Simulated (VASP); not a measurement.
# Si (P6_3/mmc) in VASP: notebook

The runs below take Si through single point, with LDA.

All numbers are computed with VASP 6.6.1; they aren't measurements. Logs are shortened: lines on timing, memory, paths and dates and some standing lists are left out, and cuts for length are marked.

## 1. The cell of the first run

The structure is hexagonal, space group P6_3/mmc (No. 194). The conventional cell has a = 3.909 Å, b = 3.909 Å, c = 5.949 Å, α = 90.00°, β = 90.00°, γ = 120.00°. Within 2.6 Å of Si (site symmetry 3m) lie 4 Si at 2.00 to 2.46 Å.

## 2. Single point, LDA (c/a of the conventional cell at fixed volume 1.5219)

INCAR

```
ALGO = Normal ; EDIFF = 1E-6
ENCUT = 520 ; GGA = CA
ISIF = 2 ; ISMEAR = 0
LASPH = T ; LCHARG = T
LELF = T ; LREAL = F
LVHAR = T ; LWAVE = F
NBANDS = 16 ; NELM = 60
PREC = Accurate ; SIGMA = 0.03
```

KPOINTS

```
k-points
0
Gamma
  12 12 6
```

POSCAR

```
Si
1.0
    3.9087888130      0.0000000000      0.0000000000
   -1.9543944065      3.3851104101      0.0000000000
    0.0000000000      0.0000000000      5.9487856945
Si
4
Direct
    0.3333333333      0.6666666667      0.0821179099
    0.6666666667      0.3333333333      0.5821179099
    0.3333333333      0.6666666667      0.4178820901
    0.6666666667      0.3333333333      0.9178820901
```

Potentials or basis: VASP PAW LDA potentials, release 64 (Si).

The run is started by

```sh
$ cat potpaw_LDA.64/Si/POTCAR > POTCAR
$ mpirun -np 1 vasp_std > vasp.out
```

OUTCAR:

```text
EDIFF = 1E-6
   ENCUT = 520
   GGA = CA
   ISIF = 2
   ISMEAR = 0
   LASPH = T
   LREAL = F
   NELM = 60
   PREC = Accurate

 ion  position               nearest neighbor table
   1  0.333  0.667  0.082-   3 2.00   4 2.46   4 2.46   4 2.46
   2  0.667  0.333  0.582-   4 2.00   3 2.46   3 2.46   3 2.46
   3  0.333  0.667  0.418-   1 2.00   2 2.46   2 2.46   2 2.46
   4  0.667  0.333  0.918-   2 2.00   1 2.46   1 2.46   1 2.46

  LATTYP: Found a hexagonal cell.
 ALAT       =     3.9087888130
 C/A-ratio  =     1.5219000000

  Lattice vectors:

 A1 = (   3.9087888130,   0.0000000000,   0.0000000000)
 A2 = (  -1.9543944065,   3.3851104101,   0.0000000000)
 A3 = (   0.0000000000,   0.0000000000,   5.9487856945)

Analysis of symmetry for initial positions (statically):
=====================================================================
 Subroutine PRICEL returns:
 Original cell was already a primitive cell.

 Routine SETGRP: Setting up the symmetry group for a
 hexagonal supercell.

 Subroutine GETGRP returns: Found 24 space group operations
 (whereof 12 operations were pure point group operations)
 out of a pool of 24 trial point group operations.

The static configuration has the point symmetry D_3d.
 The point group associated with its full space group is D_6h.

Analysis of symmetry for dynamics (positions and initial velocities):
=====================================================================
 Subroutine PRICEL returns:
 Original cell was already a primitive cell.

 Routine SETGRP: Setting up the symmetry group for a
 hexagonal supercell.

 Subroutine GETGRP returns: Found 24 space group operations
 (whereof 12 operations were pure point group operations)
 out of a pool of 24 trial point group operations.

The dynamic configuration has the point symmetry D_3d.
 The point group associated with its full space group is D_6h.

 Subroutine INISYM returns: Found 24 space group operations
 (whereof 12 operations are pure point group operations),
 and found     1 'primitive' translations

----------------------------------------------------------------------------------------

                                     Primitive cell

  volume of cell :      78.7124

  direct lattice vectors                    reciprocal lattice vectors
     3.908788813  0.000000000  0.000000000     0.255833724  0.147705670  0.000000000
    -1.954394407  3.385110410  0.000000000     0.000000000  0.295411339  0.000000000
     0.000000000  0.000000000  5.948785694     0.000000000  0.000000000  0.168101534

  length of vectors
     3.908788813  3.908788813  5.948785694     0.295411339  0.295411339  0.168101534

  position of ions in fractional coordinates (direct lattice)
     0.333333333  0.666666667  0.082117910
     0.666666667  0.333333333  0.582117910
     0.333333333  0.666666667  0.417882090
     0.666666667  0.333333333  0.917882090

  ion indices of the primitive-cell ions
   primitive index   ion index
                 1           1
                 2           2
                 3           3
                 4           4

----------------------------------------------------------------------------------------

 KPOINTS: k-points

Automatic generation of k-mesh.
 Grid dimensions read from file:
 generate k-points for:   12   12    6

 Generating k-lattice:

  Cartesian coordinates                     Fractional coordinates (reciprocal lattice)
     0.021319477  0.012308806  0.000000000     0.083333333  0.000000000  0.000000000
     0.000000000  0.024617612  0.000000000     0.000000000  0.083333333  0.000000000
     0.000000000  0.000000000  0.028016922     0.000000000  0.000000000  0.166666667

  Length of vectors
     0.024617612  0.024617612  0.028016922

  Shift w.r.t. Gamma in fractional coordinates (k-lattice)
     0.000000000  0.000000000  0.000000000

 Subroutine IBZKPT returns following result:
 ===========================================

 Found     76 irreducible k-points:

 Following reciprocal coordinates:
            Coordinates               Weight
  0.000000  0.000000  0.000000      1.000000
  0.083333  0.000000  0.000000      6.000000
  0.166667  0.000000  0.000000      6.000000
  0.250000  0.000000  0.000000      6.000000
  0.333333  0.000000  0.000000      6.000000
  0.416667  0.000000  0.000000      6.000000
[... 16 lines left out ...]
  0.250000  0.000000  0.166667     12.000000
  0.333333  0.000000  0.166667     12.000000
 [... further k-points ...]
   k-points           NKPTS =     76   k-points in BZ     NKDIM =     76   number of bands    NBANDS=     16
   number of dos      NEDOS =    301   number of ions     NIONS =      4
   total plane-waves  NPLWV =  43200
   dimension x,y,z NGX =    30 NGY =   30 NGZ =   48
   dimension x,y,z NGXF=    60 NGYF=   60 NGZF=   96
   ions per type =               4
   NGX,Y,Z   is equivalent  to a cutoff of  12.76, 12.76, 13.41 a.u.
   NGXF,Y,Z  is equivalent  to a cutoff of  25.52, 25.52, 26.83 a.u.
 SYSTEM =  unknown system
   PREC   = accura    normal or accurate (medium, high low for compatibility)
   ISTART =      0    job   : 0-new  1-cont  2-samecut
   ICHARG =      2    charge: 1-file 2-atom 10-const
   ISPIN  =      1    spin polarized calculation?
   LNONCOLLINEAR =      F non collinear calculations
   LSORBIT =      F    spin-orbit coupling
   LASPH  =      T    aspherical Exc in radial PAW
   ENCUT  =  520.0 eV  38.22 Ry    6.18 a.u.   7.27  7.27 11.06*2*pi/ulx,y,z
   NELM   =     60;   NELMIN=  2; NELMDL= -5     # of ELM steps
   EDIFF  = 0.1E-05   stopping-criterion for ELM
   LREAL  =      F    real-space projection
   EDIFFG = 0.1E-04   stopping-criterion for IOM
   NSW    =      0    number of steps for IOM
   IBRION =     -1    ionic relax: 0-MD 1-quasi-New 2-CG
   NFREE  =      0    steps in history (QN), initial steepest desc. (CG)
   ISIF   =      2    stress and relaxation
   ISYM   =      2    0-nonsym 1-usesym 2-fastsym
   POTIM  = 0.5000    time-step for ionic-motion
   TEBEG  =    0.0;   TEEND  =   0.0 temperature during run
   PSTRESS=    0.0 pullay stress
   NELECT =      16.0000    total number of electrons
   NUPDOWN=      -1.0000    fix difference up-down
   EMIN   =  10.00;   EMAX   =-10.00  energy-range for DOS
   EFERMI =   0.00;   METHOD = LEGACY
   ISMEAR =     0;   SIGMA  =   0.03  broadening in eV -4-tet -1-fermi 0-gaus
   EFERMI_NEDOS =   21; number of points for ismear=-14 and -15
   IALGO  =     38    algorithm
   IMIX   =      4    mixing-type and parameters
     AMIX     =   0.40;   BMIX     =  1.00
     AMIX_MAG =   1.60;   BMIX_MAG =  1.00
  volume/ion in A,a.u.               =      19.68       132.79
  Fermi-wavevector in a.u.,A,eV,Ry     =   0.962573  1.818999 12.606436  0.926547
  Thomas-Fermi vector in A             =   2.092044
   LORBIT       =      0    0 simple, 1 ext, 2 COOP (PROOUT), +10 PAW based schemes
   GGA     = CA    functional components
   LHFCALC =     F    Hartree Fock is set to
   AEXX    =    0.0000 exact exchange contribution
   IVDW    =     0    specifies the selected vdW correction
   LEPSILON=     F    determine dielectric tensor
   LRPA    =     F    only Hartree local field effects (RPA)
 non-spin polarized calculation
 Gauss-broadening in eV      SIGMA  =   0.03
  energy-cutoff  :      520.00
  volume of cell :       78.71
 maximum number of plane-waves:      2144
 NGX is ok and might be reduce to    30
   NGX = 15   NGY = 15   NGZ = 23

 number of electron      16.0000001 magnetization

 Free energy of the ion-electron system (eV)
  ---------------------------------------------------
  ext. energy  EPLUGINS =         0.00000000
  ---------------------------------------------------
  free energy    TOTEN  =       -21.83195092 eV

  energy without entropy =      -21.83172435  energy(sigma->0) =      -21.83183763

 E-fermi :   6.3956     XC(G=0):  -9.6535

 val. band max:        6.3761200295   @ k =   0.5000   0.0000   0.0000
 cond. band min:       6.3979317211   @ k =   0.1667   0.0000   0.0000
 fundamental gap:      0.0218116916
 Fermi energy:         6.3956167629

 k-point     1 :       0.0000    0.0000    0.0000
  band No.  band energies     occupation
      1      -6.3200      2.00000
      2      -2.8176      2.00000
      3      -2.3492      2.00000
      4       4.2720      2.00000
      5       4.2720      2.00000
      6       4.7673      2.00000
[... 8 lines left out ...]
     15      10.8885      0.00000
     16      11.3385      0.00000

 k-point     2 :       0.0833    0.0000    0.0000
  band No.  band energies     occupation
      1      -6.2472      2.00000
      2      -2.7392      2.00000
      3      -2.3259      2.00000
      4       3.6587      2.00000
      5       4.1158      2.00000
      6       4.6096      2.00000
[... 8 lines left out ...]
     15      10.9476      0.00000
     16      11.1837      0.00000

 k-point     3 :       0.1667    0.0000    0.0000
  band No.  band energies     occupation
      1      -6.0314      2.00000
      2      -2.5056      2.00000
      3      -2.2776      2.00000
      4       2.5978      2.00000
      5       3.7678      2.00000
      6       4.1981      2.00000
[... 8 lines left out ...]
     15      11.4430      0.00000
     16      11.8924      0.00000

 k-point     4 :       0.2500    0.0000    0.0000
  band No.  band energies     occupation
      1      -5.6821      2.00000
      2      -2.2785      2.00000
      3      -2.1232      2.00000
      4       1.6485      2.00000
      5       3.3993      2.00000
      6       3.6425      2.00000
[... 8 lines left out ...]
     15      12.0184      0.00000
     16      12.2099      0.00000
[... 324 lines left out ...]
 k-point    22 :       0.1667    0.0000    0.1667
  band No.  band energies     occupation
      1      -5.9259      2.00000
      2      -3.4686      2.00000
      3      -1.1844      2.00000
      4       2.7297      2.00000
      5       3.5350      2.00000
      6       3.8624      2.00000
[... 8 lines left out ...]
     15      11.4711      0.00000
     16      11.5791      0.00000

 k-point    23 :       0.2500    0.0000    0.1667
  band No.  band energies     occupation
      1      -5.5786      2.00000
      2      -3.2008      2.00000
      3      -1.1389      2.00000
      4       1.8435      2.00000
      5       2.6875      2.00000
      6       3.4956      2.00000
[... 8 lines left out ...]
     15      12.1679      0.00000
     16      12.2419      0.00000

 k-point    24 :       0.3333    0.0000    0.1667
  band No.  band energies     occupation
      1      -5.1233      2.00000
      2      -2.9657      2.00000
      3      -1.1783      2.00000
      4       1.3426      2.00000
      5       1.7536      2.00000
      6       3.1978      2.00000
[... 8 lines left out ...]
     15      12.8528      0.00000
     16      13.1489      0.00000

 [... further k-points ...]
[... 5 lines left out ...]
  --------------------------------------------------------------------------------------
  -------------------------------------------------------------------------------------
  Total       -4.8310955     -4.8310955     21.4042571     -0.0000000      0.0000000      0.0000000
  in kB      -98.3360677    -98.3360677    435.6797469     -0.0000000      0.0000000      0.0000000
  external PRESSURE =      79.6692039 kB  Pullay stress =       0.0000000 kB

 VOLUME and BASIS-vectors are now :
 -----------------------------------------------------------------------------
  energy-cutoff  :      520.00
  volume of cell :       78.71
      direct lattice vectors                 reciprocal lattice vectors
     3.908788813  0.000000000  0.000000000     0.255833724  0.147705670  0.000000000
    -1.954394407  3.385110410  0.000000000     0.000000000  0.295411339  0.000000000
     0.000000000  0.000000000  5.948785694     0.000000000  0.000000000  0.168101534

 POSITION                                       TOTAL-FORCE (eV/Angst)
 -----------------------------------------------------------------------------------
     -0.00000      2.25674      0.48850         0.000000      0.000000     -6.760158
      1.95439      1.12837      3.46289        -0.000000     -0.000000     -6.760158
     -0.00000      2.25674      2.48589         0.000000      0.000000      6.760158
      1.95439      1.12837      5.46028         0.000000     -0.000000      6.760158
 -----------------------------------------------------------------------------------
    total drift:                               -0.000000      0.000000      0.000000

  FREE ENERGIE OF THE ION-ELECTRON SYSTEM (eV)
  ---------------------------------------------------
  free  energy   TOTEN  =       -21.8319509238 eV

  energy  without entropy=      -21.8317243454  energy(sigma->0) =      -21.83183763
```

It took 84 s on 1 thread of Intel Xeon 6975P-C, shared host; peak memory 0.2 GiB.

Results:

- Free energy: -21.8320 eV
- Pressure: 8.0 GPa
- Largest force: 6.760 eV/Å
- Band gap on the k mesh: zero (band 8 reaches 6.87 eV, above the bottom of band 9 at 6.03 eV)

Forces on the atoms (eV/Å):
```
Si   0.000  0.000 -6.760
Si   0.000  0.000 -6.760
Si   0.000  0.000  6.760
Si   0.000  0.000  6.760
```

Stress tensor (GPa, compression positive):
```
-9.83  0.00  0.00
 0.00 -9.83  0.00
 0.00  0.00 43.57
```

Caveat: forces of over 1 eV/Å act on the atoms, so gaps and moduli don't describe the material at rest.

[end of part 1 of 2]
